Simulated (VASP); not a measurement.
A run of VASP 6.6.1:

Contents of POSCAR:

```
ScAl2
1.0
    0.0000000000      3.7776526849      3.7776526849
    3.7776526849      0.0000000000      3.7776526849
    3.7776526849      3.7776526849      0.0000000000
Sc Al
2 4
Direct
    0.5000000000      0.5000000000      0.5000000000
    0.7500000000      0.7500000000      0.7500000000
    0.1250000000      0.1250000000      0.1250000000
    0.6250000000      0.1250000000      0.1250000000
    0.1250000000      0.6250000000      0.1250000000
    0.1250000000      0.1250000000      0.6250000000
```

INCAR.step1

```
SYSTEM = ScAl2
ALGO     = Normal         ! electronic algorithm
EDIFF    = 1E-4           ! SCF threshold, eV
ENCUT    = 520            ! plane-wave cutoff, eV
GGA      = PE             ! functional
ISMEAR   = 0              ! smearing method
LASPH    = .TRUE.         ! aspherical terms in the spheres
LCHARG   = .FALSE.        ! write CHGCAR
LREAL    = .FALSE.        ! projectors in reciprocal space
LWAVE    = .TRUE.         ! write WAVECAR
NBANDS   = 26             ! bands
NELM     = 100            ! most SCF steps
PREC     = Accurate       ! precision mode
SIGMA    = 0.02           ! smearing width, eV
```

Contents of INCAR.step2:

```
SYSTEM = ScAl2
ALGO     = Normal         ! electronic algorithm
EDIFF    = 1E-6           ! SCF threshold, eV
ENCUT    = 520            ! plane-wave cutoff, eV
ISIF     = 2              ! what is computed and relaxed
ISMEAR   = 0              ! smearing method
ISTART   = 1            
LASPH    = .TRUE.         ! aspherical terms in the spheres
LCHARG   = .FALSE.        ! write CHGCAR
LMIXTAU  = .TRUE.       
LREAL    = .FALSE.        ! projectors in reciprocal space
LWAVE    = .FALSE.        ! write WAVECAR
METAGGA  = R2SCAN         ! meta-GGA
NBANDS   = 26             ! bands
NELM     = 100            ! most SCF steps
PREC     = Accurate       ! precision mode
SIGMA    = 0.02           ! smearing width, eV
```

Contents of KPOINTS:

```
k-points
0
G
  8 8 8
  0 0 0
```

Potentials or basis: VASP PAW PBE potentials, release 64 (Sc_sv, Al).

Run with:

```sh
$ cat potpaw_PBE.64/Sc_sv/POTCAR potpaw_PBE.64/Al/POTCAR > POTCAR
$ cp INCAR.step1 INCAR
$ mpirun -np 1 vasp_std > vasp.out
$ cp INCAR.step2 INCAR
$ mpirun -np 1 vasp_std > vasp.out
```

Hardware: 1 thread of AMD EPYC 7R43 64-Core Processor (Zen 3), with other jobs on the host.

Q: How long does it take, and how much memory?

A: Run time: 5.7 min on 1 thread of AMD EPYC 7R43 64-Core Processor (Zen 3), with other jobs on the host, peak memory 0.25 GiB. Counts: k points 29.
